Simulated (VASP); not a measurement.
# Sn (Fd-3m) in VASP: further runs, part 2 of 2

VASP 6.6.1.

### Step 4. Electric field gradients, PBE

This run uses another cell than the first one, of 34.19 Å³/atom.

INCAR reads:

```
SYSTEM = Sn
PREC = Accurate
ENCUT = 520
EDIFF = 1E-8
ISMEAR = -1
SIGMA = 0.03
LREAL = .FALSE.
LASPH = .TRUE.
NELM = 60
ALGO = Normal
ISIF = 2
LWAVE = .FALSE.
LCHARG = .FALSE.
GGA = PE
LEFG = .TRUE.
NBANDS = 21
```

KPOINTS reads:

```
Automatic mesh
0
G
  9 9 9
  0 0 0
```

POSCAR reads:

```
Sn
1.0
    0.0000000000      3.2456000000      3.2456000000
    3.2456000000      0.0000000000      3.2456000000
    3.2456000000      3.2456000000      0.0000000000
Sn
2
Direct
    0.5000000000      0.5000000000      0.5000000000
    0.7500000000      0.7500000000      0.7500000000
```

Potentials or basis: VASP PAW PBE potentials, release 64 (Sn_d).

Launch:

```bash
cat potpaw_PBE.64/Sn_d/POTCAR > POTCAR
mpirun -np 1 vasp_std > vasp.out
```

OUTCAR:

```text
SYSTEM = Sn
   PREC = Accurate
   ENCUT = 520
   EDIFF = 1E-8
   ISMEAR = -1
   LREAL = .FALSE.
   LASPH = .TRUE.
   NELM = 60
   ISIF = 2
   GGA = PE

 ion  position               nearest neighbor table
   1  0.500  0.500  0.500-   2 2.81   2 2.81   2 2.81   2 2.81
   2  0.750  0.750  0.750-   1 2.81   1 2.81   1 2.81   1 2.81

  LATTYP: Found a face centered cubic cell.
 ALAT       =     6.4912000000

  Lattice vectors:

 A1 = (   0.0000000000,   3.2456000000,   3.2456000000)
 A2 = (   3.2456000000,   0.0000000000,   3.2456000000)
 A3 = (   3.2456000000,   3.2456000000,   0.0000000000)

Analysis of symmetry for initial positions (statically):
=====================================================================
 Subroutine PRICEL returns:
 Original cell was already a primitive cell.

 Routine SETGRP: Setting up the symmetry group for a
 face centered cubic supercell.

 Subroutine GETGRP returns: Found 48 space group operations
 (whereof 24 operations were pure point group operations)
 out of a pool of 48 trial point group operations.

The static configuration has the point symmetry T_d .
 The point group associated with its full space group is O_h .

Analysis of symmetry for dynamics (positions and initial velocities):
=====================================================================
 Subroutine PRICEL returns:
 Original cell was already a primitive cell.

 Routine SETGRP: Setting up the symmetry group for a
 face centered cubic supercell.

 Subroutine GETGRP returns: Found 48 space group operations
 (whereof 24 operations were pure point group operations)
 out of a pool of 48 trial point group operations.

The dynamic configuration has the point symmetry T_d .
 The point group associated with its full space group is O_h .

 Subroutine INISYM returns: Found 48 space group operations
 (whereof 24 operations are pure point group operations),
 and found     1 'primitive' translations

----------------------------------------------------------------------------------------

                                     Primitive cell

  volume of cell :      68.3778

  direct lattice vectors                    reciprocal lattice vectors
     0.000000000  3.245600000  3.245600000    -0.154054720  0.154054720  0.154054720
     3.245600000  0.000000000  3.245600000     0.154054720 -0.154054720  0.154054720
     3.245600000  3.245600000  0.000000000     0.154054720  0.154054720 -0.154054720

  length of vectors
     4.589971538  4.589971538  4.589971538     0.266830603  0.266830603  0.266830603

  position of ions in fractional coordinates (direct lattice)
     0.500000000  0.500000000  0.500000000
     0.750000000  0.750000000  0.750000000

  ion indices of the primitive-cell ions
   primitive index   ion index
                 1           1
                 2           2

----------------------------------------------------------------------------------------

 KPOINTS: Automatic mesh

Automatic generation of k-mesh.
[... 72 lines left out ...]
   ISIF   =      2    stress and relaxation
   ISYM   =      2    0-nonsym 1-usesym 2-fastsym
   POTIM  = 0.5000    time-step for ionic-motion
   TEBEG  =    0.0;   TEEND  =   0.0 temperature during run
   PSTRESS=    0.0 pullay stress
   NELECT =      28.0000    total number of electrons
   NUPDOWN=      -1.0000    fix difference up-down
   EMIN   =  10.00;   EMAX   =-10.00  energy-range for DOS
   EFERMI =   0.00;   METHOD = LEGACY
   ISMEAR =    -1;   SIGMA  =   0.03  broadening in eV -4-tet -1-fermi 0-gaus
   EFERMI_NEDOS =   21; number of points for ismear=-14 and -15
   IALGO  =     38    algorithm
   IMIX   =      4    mixing-type and parameters
     AMIX     =   0.40;   BMIX     =  1.00
     AMIX_MAG =   1.60;   BMIX_MAG =  1.00
  volume/ion in A,a.u.               =      34.19       230.72
  Fermi-wavevector in a.u.,A,eV,Ry     =   1.215689  2.297319 20.108049  1.477900
  Thomas-Fermi vector in A             =   2.351068
   LORBIT       =      0    0 simple, 1 ext, 2 COOP (PROOUT), +10 PAW based schemes
   GGA     = PE    functional components
   LHFCALC =     F    Hartree Fock is set to
   AEXX    =    0.0000 exact exchange contribution
   IVDW    =     0    specifies the selected vdW correction
   LEPSILON=     F    determine dielectric tensor
   LRPA    =     F    only Hartree local field effects (RPA)
 non-spin polarized calculation
  energy-cutoff  :      520.00
  volume of cell :       68.38
 maximum number of plane-waves:      1856
 NGX is ok and might be reduce to    36
   NGX = 17   NGY = 17   NGZ = 17

 number of electron      28.0000001 magnetization

 Free energy of the ion-electron system (eV)
  ---------------------------------------------------
  ext. energy  EPLUGINS =         0.00000000
  ---------------------------------------------------
  free energy    TOTEN  =        -7.63959719 eV

  energy without entropy =       -7.63904741  energy(sigma->0) =       -7.63932230

 E-fermi :   5.6162     XC(G=0):  -8.8713

 val. band max:        5.4872606051   @ k =   0.1111   0.0000   0.0000
 cond. band min:       5.6460659825   @ k =   0.4444   0.0000   0.0000
 fundamental gap:      0.1588053774
 Fermi energy:         5.6162213771

 k-point     1 :       0.0000    0.0000    0.0000
  band No.  band energies     occupation
      1     -16.0479      2.00000
      2     -16.0479      2.00000
      3     -16.0479      2.00000
      4     -15.9884      2.00000
      5     -15.9884      2.00000
      6     -15.6801      2.00000
[... 565 lines left out ...]
     20      15.5394      0.00000
     21      15.8060      0.00000

 [... further k-points ...]

------------------------ aborting loop because EDIFF is reached ----------------------------------------

  FORCE on cell =-STRESS in cart. coord.  units (eV):
  Direction    XX          YY          ZZ          XY          YZ          ZX
  --------------------------------------------------------------------------------------
  -------------------------------------------------------------------------------------
  Total        1.3386460      1.3386460      1.3386460      0.0000000      0.0000000      0.0000000
  in kB       31.3661593     31.3661593     31.3661593      0.0000000      0.0000000      0.0000000
  external PRESSURE =      31.3661593 kB  Pullay stress =       0.0000000 kB

 VOLUME and BASIS-vectors are now :
 -----------------------------------------------------------------------------
  energy-cutoff  :      520.00
  volume of cell :       68.38
      direct lattice vectors                 reciprocal lattice vectors
     0.000000000  3.245600000  3.245600000    -0.154054720  0.154054720  0.154054720
     3.245600000  0.000000000  3.245600000     0.154054720 -0.154054720  0.154054720
     3.245600000  3.245600000  0.000000000     0.154054720  0.154054720 -0.154054720

 POSITION                                       TOTAL-FORCE (eV/Angst)
 -----------------------------------------------------------------------------------
      3.24560      3.24560      3.24560         0.000000      0.000000      0.000000
      4.86840      4.86840      4.86840        -0.000000     -0.000000     -0.000000
 -----------------------------------------------------------------------------------
    total drift:                                0.000000      0.000000      0.000000

  FREE ENERGIE OF THE ION-ELECTRON SYSTEM (eV)
  ---------------------------------------------------
  free  energy   TOTEN  =        -7.6395971851 eV

  energy  without entropy=       -7.6390474065  energy(sigma->0) =       -7.63932230

 Electric field gradients (V/A^2)
---------------------------------------------------------------------
 ion       V_xx      V_yy      V_zz      V_xy      V_xz      V_yz
---------------------------------------------------------------------
   1      -0.000    -0.000     0.000     0.000     0.000     0.000
   2      -0.000    -0.000     0.000     0.000     0.000     0.000
---------------------------------------------------------------------

 Electric field gradients after diagonalization (V/A^2)
 (convention: |V_zz| > |V_xx| > |V_yy|)
----------------------------------------------------------------------
 ion       V_xx      V_yy      V_zz     asymmetry (V_yy - V_xx)/ V_zz
----------------------------------------------------------------------
   1      -0.000    -0.000     0.000       0.000
   2      -0.000    -0.000     0.000       0.000
----------------------------------------------------------------------

           NMR quadrupolar parameters

 Cq : quadrupolar parameter    Cq=e*Q*V_zz/h
 eta: asymmetry parameters     (V_yy - V_xx)/ V_zz
 Q  : nuclear electric quadrupole moment in mb (millibarn)
----------------------------------------------------------------------
 ion       Cq(MHz)       eta       Q (mb)
----------------------------------------------------------------------
   1       0.000       0.000       1.000
   2       0.000       0.000       1.000
----------------------------------------------------------------------
```

OSZICAR:

```text
N       E                     dE             d eps       ncg     rms          rms(c)
DAV:   1     0.227338220373E+03    0.22734E+03   -0.14823E+04  1508   0.193E+03
DAV:   2     0.165529457325E+02   -0.21079E+03   -0.20631E+03  1475   0.442E+02
DAV:   3    -0.692214902589E+01   -0.23475E+02   -0.23362E+02  1725   0.138E+02
DAV:   4    -0.767462983673E+01   -0.75248E+00   -0.75217E+00  1645   0.279E+01
DAV:   5    -0.770046908140E+01   -0.25839E-01   -0.25838E-01  2145   0.505E+00    0.323E+00
DAV:   6    -0.765760102030E+01    0.42868E-01   -0.28962E-02  1985   0.201E+00    0.189E+00
DAV:   7    -0.763732497964E+01    0.20276E-01   -0.45804E-02  1605   0.221E+00    0.163E-01
DAV:   8    -0.763920957565E+01   -0.18846E-02   -0.60057E-03  1660   0.862E-01    0.486E-02
DAV:   9    -0.763956384448E+01   -0.35427E-03   -0.45375E-04  1718   0.162E-01    0.136E-02
DAV:  10    -0.763959287341E+01   -0.29029E-04   -0.46909E-05  1780   0.505E-02    0.576E-03
DAV:  11    -0.763959738768E+01   -0.45143E-05   -0.68491E-06  1640   0.227E-02    0.106E-03
DAV:  12    -0.763959717029E+01    0.21739E-06   -0.46823E-07  1888   0.862E-03    0.716E-04
DAV:  13    -0.763959715157E+01    0.18719E-07   -0.42423E-08  1338   0.169E-03    0.957E-05
DAV:  14    -0.763959717952E+01   -0.27956E-07   -0.34653E-09  1090   0.598E-04    0.230E-05
DAV:  15    -0.763959720053E+01   -0.21005E-07   -0.25141E-09   890   0.693E-04    0.609E-05
DAV:  16    -0.763959718764E+01    0.12887E-07   -0.90656E-10   840   0.471E-04    0.127E-05
DAV:  17    -0.763959718512E+01    0.25248E-08   -0.37555E-10   830   0.174E-04
   1 F= -.76395972E+01 E0= -.76393223E+01  d E =-.549779E-03
```

stdout:

```text
POSCAR found type information on POSCAR Sn
 POSCAR found :  1 types and       2 ions
 scaLAPACK will be used
 LDA part: xc-table for (Slater+PW92), standard interpolation
 POSCAR, INCAR and KPOINTS ok, starting setup
 FFT: planning ... GRIDC
 FFT: planning ... GRID_SOFT
 FFT: planning ... GRID
 WAVECAR not read
 entering main loop
ion   1

ion   2
```

Run time: 94 s. Hardware: 1 thread of Intel Xeon 8259CL, shared host; peak memory 0.22 GiB.

What came out:

```
Free energy                             : -7.6396 eV
Pressure                                : 3.1 GPa
Band gap on the k mesh                  : zero (bands 14 and 15 overlap by 0.07 eV)
Largest electric field gradient by atom : zero within the noise of the run
```

Caveat: the cell stands under pressure; spin-orbit coupling is left out, which moves the levels of the heavy elements.

### Step 5. Electric field gradients, PBE

This run uses another cell than the first one, of 34.19 Å³/atom.

INCAR reads:

```
ALGO = Normal
EDIFF = 1E-8
ENCUT = 520
GGA = PE
ISIF = 2
ISMEAR = -1
LASPH = True
LCHARG = False
LEFG = True
LREAL = False
LWAVE = False
NBANDS = 21
NELM = 100
PREC = Accurate
SIGMA = 0.03
```

KPOINTS reads:

```
k-points
0
Gamma
  9 9 9
```

POSCAR is that of step 4.

Potentials or basis: VASP PAW PBE potentials, release 64 (Sn_d).

Launch:

```bash
cat potpaw_PBE.64/Sn_d/POTCAR > POTCAR
mpirun -np 1 vasp_std > vasp.out
```

OUTCAR:

```text
EDIFF = 1E-8
   ENCUT = 520
   GGA = PE
   ISIF = 2
   ISMEAR = -1
   LASPH = True
   LREAL = False
   NELM = 100
   PREC = Accurate

 ion  position               nearest neighbor table
   1  0.500  0.500  0.500-   2 2.81   2 2.81   2 2.81   2 2.81
   2  0.750  0.750  0.750-   1 2.81   1 2.81   1 2.81   1 2.81

  LATTYP: Found a face centered cubic cell.
 ALAT       =     6.4912000000

  Lattice vectors:

 A1 = (   0.0000000000,   3.2456000000,   3.2456000000)
 A2 = (   3.2456000000,   0.0000000000,   3.2456000000)
 A3 = (   3.2456000000,   3.2456000000,   0.0000000000)

Analysis of symmetry for initial positions (statically):
=====================================================================
 Subroutine PRICEL returns:
 Original cell was already a primitive cell.

 Routine SETGRP: Setting up the symmetry group for a
 face centered cubic supercell.

 Subroutine GETGRP returns: Found 48 space group operations
 (whereof 24 operations were pure point group operations)
 out of a pool of 48 trial point group operations.

The static configuration has the point symmetry T_d .
 The point group associated with its full space group is O_h .

Analysis of symmetry for dynamics (positions and initial velocities):
=====================================================================
 Subroutine PRICEL returns:
 Original cell was already a primitive cell.

 Routine SETGRP: Setting up the symmetry group for a
 face centered cubic supercell.

 Subroutine GETGRP returns: Found 48 space group operations
 (whereof 24 operations were pure point group operations)
 out of a pool of 48 trial point group operations.

The dynamic configuration has the point symmetry T_d .
[... 156 lines left out ...]
  band No.  band energies     occupation
      1     -16.0479      2.00000
      2     -16.0479      2.00000
      3     -16.0479      2.00000
      4     -15.9884      2.00000
      5     -15.9884      2.00000
      6     -15.6801      2.00000
[... 565 lines left out ...]
     20      15.5394      0.00000
     21      15.8060      0.00000

 [... further k-points ...]

------------------------ aborting loop because EDIFF is reached ----------------------------------------

  FORCE on cell =-STRESS in cart. coord.  units (eV):
  Direction    XX          YY          ZZ          XY          YZ          ZX
  --------------------------------------------------------------------------------------
  -------------------------------------------------------------------------------------
  Total        1.3386460      1.3386460      1.3386460      0.0000000      0.0000000      0.0000000
  in kB       31.3661593     31.3661593     31.3661593      0.0000000      0.0000000      0.0000000
  external PRESSURE =      31.3661593 kB  Pullay stress =       0.0000000 kB

 VOLUME and BASIS-vectors are now :
 -----------------------------------------------------------------------------
  energy-cutoff  :      520.00
  volume of cell :       68.38
      direct lattice vectors                 reciprocal lattice vectors
     0.000000000  3.245600000  3.245600000    -0.154054720  0.154054720  0.154054720
     3.245600000  0.000000000  3.245600000     0.154054720 -0.154054720  0.154054720
     3.245600000  3.245600000  0.000000000     0.154054720  0.154054720 -0.154054720

 POSITION                                       TOTAL-FORCE (eV/Angst)
 -----------------------------------------------------------------------------------
      3.24560      3.24560      3.24560         0.000000      0.000000      0.000000
      4.86840      4.86840      4.86840        -0.000000     -0.000000     -0.000000
 -----------------------------------------------------------------------------------
    total drift:                                0.000000      0.000000      0.000000

  FREE ENERGIE OF THE ION-ELECTRON SYSTEM (eV)
  ---------------------------------------------------
  free  energy   TOTEN  =        -7.6395971851 eV

  energy  without entropy=       -7.6390474065  energy(sigma->0) =       -7.63932230

 Electric field gradients (V/A^2)
---------------------------------------------------------------------
 ion       V_xx      V_yy      V_zz      V_xy      V_xz      V_yz
---------------------------------------------------------------------
   1      -0.000    -0.000     0.000     0.000     0.000     0.000
   2      -0.000    -0.000     0.000     0.000     0.000     0.000
---------------------------------------------------------------------

 Electric field gradients after diagonalization (V/A^2)
 (convention: |V_zz| > |V_xx| > |V_yy|)
----------------------------------------------------------------------
 ion       V_xx      V_yy      V_zz     asymmetry (V_yy - V_xx)/ V_zz
----------------------------------------------------------------------
   1      -0.000    -0.000     0.000       0.000
   2      -0.000    -0.000     0.000       0.000
----------------------------------------------------------------------

           NMR quadrupolar parameters

 Cq : quadrupolar parameter    Cq=e*Q*V_zz/h
 eta: asymmetry parameters     (V_yy - V_xx)/ V_zz
 Q  : nuclear electric quadrupole moment in mb (millibarn)
----------------------------------------------------------------------
 ion       Cq(MHz)       eta       Q (mb)
----------------------------------------------------------------------
   1       0.000       0.000       1.000
   2       0.000       0.000       1.000
----------------------------------------------------------------------
```

OSZICAR:

```text
N       E                     dE             d eps       ncg     rms          rms(c)
DAV:   1     0.227338220373E+03    0.22734E+03   -0.14823E+04  1508   0.193E+03
DAV:   2     0.165529457325E+02   -0.21079E+03   -0.20631E+03  1475   0.442E+02
DAV:   3    -0.692214902589E+01   -0.23475E+02   -0.23362E+02  1725   0.138E+02
DAV:   4    -0.767462983673E+01   -0.75248E+00   -0.75217E+00  1645   0.279E+01
DAV:   5    -0.770046908140E+01   -0.25839E-01   -0.25838E-01  2145   0.505E+00    0.323E+00
DAV:   6    -0.765760102030E+01    0.42868E-01   -0.28962E-02  1985   0.201E+00    0.189E+00
DAV:   7    -0.763732497964E+01    0.20276E-01   -0.45804E-02  1605   0.221E+00    0.163E-01
DAV:   8    -0.763920957565E+01   -0.18846E-02   -0.60057E-03  1660   0.862E-01    0.486E-02
DAV:   9    -0.763956384448E+01   -0.35427E-03   -0.45375E-04  1718   0.162E-01    0.136E-02
DAV:  10    -0.763959287341E+01   -0.29029E-04   -0.46909E-05  1780   0.505E-02    0.576E-03
DAV:  11    -0.763959738768E+01   -0.45143E-05   -0.68491E-06  1640   0.227E-02    0.106E-03
DAV:  12    -0.763959717029E+01    0.21739E-06   -0.46823E-07  1888   0.862E-03    0.716E-04
DAV:  13    -0.763959715157E+01    0.18719E-07   -0.42423E-08  1338   0.169E-03    0.957E-05
DAV:  14    -0.763959717952E+01   -0.27956E-07   -0.34653E-09  1090   0.598E-04    0.230E-05
DAV:  15    -0.763959720053E+01   -0.21005E-07   -0.25141E-09   890   0.693E-04    0.609E-05
DAV:  16    -0.763959718764E+01    0.12887E-07   -0.90656E-10   840   0.471E-04    0.127E-05
DAV:  17    -0.763959718512E+01    0.25248E-08   -0.37555E-10   830   0.174E-04
   1 F= -.76395972E+01 E0= -.76393223E+01  d E =-.549779E-03
```

Run time: 98 s. Hardware: 1 thread of Intel Xeon 8259CL, shared host; peak memory 0.22 GiB.

What came out:

```
Free energy                             : -7.6396 eV
Pressure                                : 3.1 GPa
Band gap on the k mesh                  : zero (bands 14 and 15 overlap by 0.07 eV)
Largest electric field gradient by atom : zero within the noise of the run
```

Levels at points of the mesh, in eV from the Fermi level:
```
           k point  band 12  band 13  band 14  band 15  band 16  band 17
(0.00, 0.00, 0.00)    -0.62     0.10     0.10     0.10     2.18     2.18
```

Caveat: the cell stands under pressure; spin-orbit coupling is left out, which moves the levels of the heavy elements.

### Step 6. Summary

```tsv
cell	gap on the mesh (eV)	pressure (GPa)
a = 4.559 Å, angles 60.0°, 2 atoms	none	4.2
a = 4.575 Å, angles 60.0°, 2 atoms	none	3.7
a = 4.590 Å, angles 60.0°, 2 atoms	none	3.1
```

Alike in all rows: task electric field gradients; level PBE; potentials or basis VASP PAW PBE potentials, release 64 (Sn_d); no spin polarisation; k mesh 9 × 9 × 9; cutoff (eV) 520; smearing fermi-dirac 0.03 eV.

Caveats: the cell stands under pressure; spin-orbit coupling is left out, which moves the levels of the heavy elements.

Total energies depend on the potentials used, so only differences within one code and one set of settings carry meaning.
